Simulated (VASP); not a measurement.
# ZnS (P2_1) in VASP: single point with PBE

Aim: the single point of ZnS with PBE.

All numbers are computed with VASP 6.6.1; they aren't measurements. Logs are shortened: lines on timing, memory, paths and dates and some standing lists are left out, and cuts for length are marked.

### 1 The cell of the first run

The structure is monoclinic, space group P2_1 (No. 4). Conventional cell: a = 3.846 Å, b = 6.304 Å, c = 3.846 Å, α = 90.00°, β = 120.00°, γ = 90.00°. Within 3.1 Å of Zn (site symmetry 1) lie 4 S at 2.32 to 2.39 Å. S (site symmetry 1) has 4 Zn at 2.32 to 2.39 Å within 3.1 Å.

### 2 Single point, PBE (atoms displaced along several vibrational modes)

Contents of INCAR:

```
ALGO     = Normal         # electronic algorithm
EDIFF    = 1E-7           # SCF threshold, eV
ENCUT    = 520            # plane-wave cutoff, eV
GGA      = PE             # functional
ISIF     = 2              # what is computed and relaxed
ISMEAR   = 0              # smearing method
LASPH    = T              # aspherical terms in the spheres
LCHARG   = F              # write CHGCAR
LREAL    = F              # projectors in reciprocal space
LWAVE    = F              # write WAVECAR
NBANDS   = 26             # bands
NELM     = 80             # most SCF steps
PREC     = Accurate       # precision mode
SIGMA    = 0.05           # smearing width, eV
```

Contents of KPOINTS:

```
k-points
0
Gamma
  9 9 4
```

Contents of POSCAR:

```
ZnS
1.0
    3.8455587354      0.0000000000      0.0000000000
   -1.9227793677      3.3303515566      0.0000000000
    0.0000000000      0.0000000000      6.3037246812
Zn S
2 2
Direct
    0.2725616773      0.6470591271      0.0052003729
    0.7274383227      0.3529408729      0.5052003729
    0.3824428905      0.6825115136      0.3797996271
    0.6175571095      0.3174884864      0.8797996271
```

Potentials or basis: VASP PAW PBE potentials, release 64 (Zn, S).

Started as:

```bash
$ cat potpaw_PBE.64/Zn/POTCAR potpaw_PBE.64/S/POTCAR > POTCAR
$ mpirun -np 1 vasp_std > vasp.out
```

OUTCAR:

```text
EDIFF = 1E-7
   ENCUT = 520
   GGA = PE
   ISIF = 2
   ISMEAR = 0
   LASPH = T
   LREAL = F
   NELM = 80
   PREC = Accurate

 ion  position               nearest neighbor table
   1  0.273  0.647  0.005-   4 2.32   4 2.37   4 2.38   3 2.39
   2  0.727  0.353  0.505-   3 2.32   3 2.37   3 2.38   4 2.39
   3  0.382  0.683  0.380-   2 2.32   2 2.37   2 2.38   1 2.39
   4  0.618  0.317  0.880-   1 2.32   1 2.37   1 2.38   2 2.39

  LATTYP: Found a hexagonal cell.
 ALAT       =     3.8455587354
 C/A-ratio  =     1.6392220520

  Lattice vectors:

 A1 = (   3.8455587354,   0.0000000000,   0.0000000000)
 A2 = (  -1.9227793677,   3.3303515566,   0.0000000000)
 A3 = (   0.0000000000,   0.0000000000,   6.3037246812)

Analysis of symmetry for initial positions (statically):
=====================================================================
 Subroutine PRICEL returns:
 Original cell was already a primitive cell.

 Routine SETGRP: Setting up the symmetry group for a
 hexagonal supercell.

 Subroutine GETGRP returns: Found  2 space group operations
 (whereof  1 operations were pure point group operations)
 out of a pool of 24 trial point group operations.

The static configuration has the point symmetry C_1 .
 The point group associated with its full space group is C_2 .

Analysis of symmetry for dynamics (positions and initial velocities):
=====================================================================
 Subroutine PRICEL returns:
 Original cell was already a primitive cell.

 Routine SETGRP: Setting up the symmetry group for a
 hexagonal supercell.

 Subroutine GETGRP returns: Found  2 space group operations
 (whereof  1 operations were pure point group operations)
 out of a pool of 24 trial point group operations.

The dynamic configuration has the point symmetry C_1 .
 The point group associated with its full space group is C_2 .

 Subroutine INISYM returns: Found  2 space group operations
 (whereof  1 operations are pure point group operations),
 and found     1 'primitive' translations

----------------------------------------------------------------------------------------

                                     Primitive cell

  volume of cell :      80.7322

  direct lattice vectors                    reciprocal lattice vectors
     3.845558735  0.000000000  0.000000000     0.260040236  0.150134300  0.000000000
    -1.922779368  3.330351557  0.000000000     0.000000000  0.300268600  0.000000000
     0.000000000  0.000000000  6.303724681     0.000000000  0.000000000  0.158636370

  length of vectors
     3.845558735  3.845558735  6.303724681     0.300268600  0.300268600  0.158636370

  position of ions in fractional coordinates (direct lattice)
     0.272561677  0.647059127  0.005200373
     0.727438323  0.352940873  0.505200373
     0.382442891  0.682511514  0.379799627
     0.617557109  0.317488486  0.879799627

  ion indices of the primitive-cell ions
   primitive index   ion index
                 1           1
                 2           2
                 3           3
                 4           4

----------------------------------------------------------------------------------------

 KPOINTS: k-points

Automatic generation of k-mesh.
 Grid dimensions read from file:
 generate k-points for:    9    9    4

 Generating k-lattice:

  Cartesian coordinates                     Fractional coordinates (reciprocal lattice)
     0.028893360  0.016681589  0.000000000     0.111111111  0.000000000  0.000000000
     0.000000000  0.033363178  0.000000000     0.000000000  0.111111111  0.000000000
     0.000000000  0.000000000  0.039659092     0.000000000  0.000000000  0.250000000

  Length of vectors
     0.033363178  0.033363178  0.039659092

  Shift w.r.t. Gamma in fractional coordinates (k-lattice)
     0.000000000  0.000000000  0.000000000

 Subroutine IBZKPT returns following result:
 ===========================================

 Found    123 irreducible k-points:

 Following reciprocal coordinates:
            Coordinates               Weight
  0.000000  0.000000  0.000000      1.000000
  0.111111  0.000000  0.000000      2.000000
  0.000000  0.111111  0.000000      2.000000
 -0.111111  0.111111  0.000000      2.000000
  0.222222  0.000000  0.000000      2.000000
  0.000000  0.222222  0.000000      2.000000
[... 16 lines left out ...]
  0.333333  0.111111  0.000000      2.000000
 -0.111111  0.444444  0.000000      2.000000
 [... further k-points ...]
   k-points           NKPTS =    123   k-points in BZ     NKDIM =    123   number of bands    NBANDS=     26
   number of dos      NEDOS =    301   number of ions     NIONS =      4
   total plane-waves  NPLWV =  43200
   dimension x,y,z NGX =    30 NGY =   30 NGZ =   48
   dimension x,y,z NGXF=    60 NGYF=   60 NGZF=   96
   ions per type =               2   2
   NGX,Y,Z   is equivalent  to a cutoff of  12.97, 12.97, 12.66 a.u.
   NGXF,Y,Z  is equivalent  to a cutoff of  25.94, 25.94, 25.32 a.u.
 SYSTEM =  unknown system
   PREC   = accura    normal or accurate (medium, high low for compatibility)
   ISTART =      0    job   : 0-new  1-cont  2-samecut
   ICHARG =      2    charge: 1-file 2-atom 10-const
   ISPIN  =      1    spin polarized calculation?
   LNONCOLLINEAR =      F non collinear calculations
   LSORBIT =      F    spin-orbit coupling
   LASPH  =      T    aspherical Exc in radial PAW
   ENCUT  =  520.0 eV  38.22 Ry    6.18 a.u.   7.15  7.15 11.72*2*pi/ulx,y,z
   NELM   =     80;   NELMIN=  2; NELMDL= -5     # of ELM steps
   EDIFF  = 0.1E-06   stopping-criterion for ELM
   LREAL  =      F    real-space projection
   EDIFFG = 0.1E-05   stopping-criterion for IOM
   NSW    =      0    number of steps for IOM
   IBRION =     -1    ionic relax: 0-MD 1-quasi-New 2-CG
   NFREE  =      0    steps in history (QN), initial steepest desc. (CG)
   ISIF   =      2    stress and relaxation
   ISYM   =      2    0-nonsym 1-usesym 2-fastsym
   POTIM  = 0.5000    time-step for ionic-motion
   TEBEG  =    0.0;   TEEND  =   0.0 temperature during run
   PSTRESS=    0.0 pullay stress
   NELECT =      36.0000    total number of electrons
   NUPDOWN=      -1.0000    fix difference up-down
   EMIN   =  10.00;   EMAX   =-10.00  energy-range for DOS
   EFERMI =   0.00;   METHOD = LEGACY
   ISMEAR =     0;   SIGMA  =   0.05  broadening in eV -4-tet -1-fermi 0-gaus
   EFERMI_NEDOS =   21; number of points for ismear=-14 and -15
   IALGO  =     38    algorithm
   IMIX   =      4    mixing-type and parameters
     AMIX     =   0.40;   BMIX     =  1.00
     AMIX_MAG =   1.60;   BMIX_MAG =  1.00
  volume/ion in A,a.u.               =      20.18       136.20
  Fermi-wavevector in a.u.,A,eV,Ry     =   1.250720  2.363518 21.283599  1.564300
  Thomas-Fermi vector in A             =   2.384701
   LORBIT       =      0    0 simple, 1 ext, 2 COOP (PROOUT), +10 PAW based schemes
   GGA     = PE    functional components
   LHFCALC =     F    Hartree Fock is set to
   AEXX    =    0.0000 exact exchange contribution
   IVDW    =     0    specifies the selected vdW correction
   LEPSILON=     F    determine dielectric tensor
   LRPA    =     F    only Hartree local field effects (RPA)
 non-spin polarized calculation
 Gauss-broadening in eV      SIGMA  =   0.05
  energy-cutoff  :      520.00
  volume of cell :       80.73
 maximum number of plane-waves:      2208
 NGX is ok and might be reduce to    30
   NGX = 15   NGY = 15   NGZ = 23

 number of electron      35.9999990 magnetization

 Free energy of the ion-electron system (eV)
  ---------------------------------------------------
  ext. energy  EPLUGINS =         0.00000000
  ---------------------------------------------------
  free energy    TOTEN  =       -13.62357530 eV

  energy without entropy =      -13.62357530  energy(sigma->0) =      -13.62357530

 E-fermi :   2.2343     XC(G=0):  -9.5305

 val. band max:        1.9807035176   @ k =   0.0000   0.0000   0.0000
 cond. band min:       3.9386606867   @ k =   0.0000   0.0000   0.0000
 fundamental gap:      1.9579571691
 Fermi energy:         2.2342597272

 k-point     1 :       0.0000    0.0000    0.0000
  band No.  band energies     occupation
      1     -11.0746      2.00000
      2     -10.1776      2.00000
      3      -4.3767      2.00000
      4      -4.3571      2.00000
      5      -4.2845      2.00000
      6      -4.2698      2.00000
[... 18 lines left out ...]
     25       9.7835      0.00000
     26      10.7537      0.00000

 k-point     2 :       0.1111    0.0000    0.0000
  band No.  band energies     occupation
      1     -10.9949      2.00000
      2     -10.1305      2.00000
      3      -4.3805      2.00000
      4      -4.3454      2.00000
      5      -4.2688      2.00000
      6      -4.2449      2.00000
[... 18 lines left out ...]
     25      10.0662      0.00000
     26      10.2027      0.00000

 k-point     3 :       0.0000    0.1111    0.0000
  band No.  band energies     occupation
      1     -10.9946      2.00000
      2     -10.1338      2.00000
      3      -4.3716      2.00000
      4      -4.3395      2.00000
      5      -4.2804      2.00000
      6      -4.2571      2.00000
[... 18 lines left out ...]
     25       9.9382      0.00000
     26      10.5305      0.00000

 k-point     4 :      -0.1111    0.1111    0.0000
  band No.  band energies     occupation
      1     -10.9942      2.00000
      2     -10.1347      2.00000
      3      -4.3685      2.00000
      4      -4.3378      2.00000
      5      -4.2840      2.00000
      6      -4.2600      2.00000
[... 18 lines left out ...]
     25       9.8680      0.00000
     26      10.5340      0.00000
[... 496 lines left out ...]
      1     -10.5881      2.00000
      2      -9.9322      2.00000
      3      -4.3382      2.00000
      4      -4.2807      2.00000
      5      -4.2259      2.00000
      6      -4.1554      2.00000
[... 18 lines left out ...]
     25      10.5479      0.00000
     26      11.3860      0.00000

 k-point    23 :       0.3333    0.1111    0.0000
  band No.  band energies     occupation
      1     -10.3224      2.00000
      2      -9.8375      2.00000
      3      -4.2842      2.00000
      4      -4.2312      2.00000
      5      -4.1941      2.00000
      6      -4.0854      2.00000
[... 18 lines left out ...]
     25      11.2673      0.00000
     26      11.4520      0.00000

 k-point    24 :      -0.1111    0.4444    0.0000
  band No.  band energies     occupation
      1     -10.2937      2.00000
      2      -9.8971      2.00000
      3      -4.3172      2.00000
      4      -4.2531      2.00000
      5      -4.1592      2.00000
      6      -4.0801      2.00000
[... 18 lines left out ...]
     25      10.6504      0.00000
     26      11.6045      0.00000

 [... further k-points ...]
[... 5 lines left out ...]
  --------------------------------------------------------------------------------------
  -------------------------------------------------------------------------------------
  Total       -0.0904648      0.1362036     -0.2792901     -0.2204612      0.0000000      0.0000000
  in kB       -1.7953266      2.7030399     -5.5426740     -4.3751802      0.0000000      0.0000000
  external PRESSURE =      -1.5449869 kB  Pullay stress =       0.0000000 kB

 VOLUME and BASIS-vectors are now :
 -----------------------------------------------------------------------------
  energy-cutoff  :      520.00
  volume of cell :       80.73
      direct lattice vectors                 reciprocal lattice vectors
     3.845558735  0.000000000  0.000000000     0.260040236  0.150134300  0.000000000
    -1.922779368  3.330351557  0.000000000     0.000000000  0.300268600  0.000000000
     0.000000000  0.000000000  6.303724681     0.000000000  0.000000000  0.158636370

 POSITION                                       TOTAL-FORCE (eV/Angst)
 -----------------------------------------------------------------------------------
     -0.19600      2.15493      0.03278         0.262149      0.105879      0.085417
      2.11878      1.17542      3.18464        -0.262149     -0.105879      0.085417
      0.15839      2.27300      2.39415        -0.087161     -0.016843     -0.085417
      1.76439      1.05735      5.54601         0.087161      0.016843     -0.085417
 -----------------------------------------------------------------------------------
    total drift:                               -0.000000     -0.000000     -0.000478

  FREE ENERGIE OF THE ION-ELECTRON SYSTEM (eV)
  ---------------------------------------------------
  free  energy   TOTEN  =       -13.6235752964 eV

  energy  without entropy=      -13.6235752964  energy(sigma->0) =      -13.62357530
```

It took 1.7 min on 1 thread of Intel Xeon 6975P-C (Granite Rapids), shared host; peak memory 0.34 GiB.

What came out:

* Free energy: -13.6236 eV
* Pressure: -0.2 GPa
* Largest force: 0.295 eV/Å
* Band gap on the k mesh: 1.96 eV

Forces on the atoms (eV/Å):
```
Zn   0.262  0.106  0.085
Zn  -0.262 -0.106  0.085
S   -0.087 -0.017 -0.085
S    0.087  0.017 -0.085
```

Stress tensor (GPa, compression positive):
```
-0.18 -0.44  0.00
-0.44  0.27  0.00
 0.00  0.00 -0.55
```

Caveat: the cell differs from its parent crystal (atoms displaced along several vibrational modes).
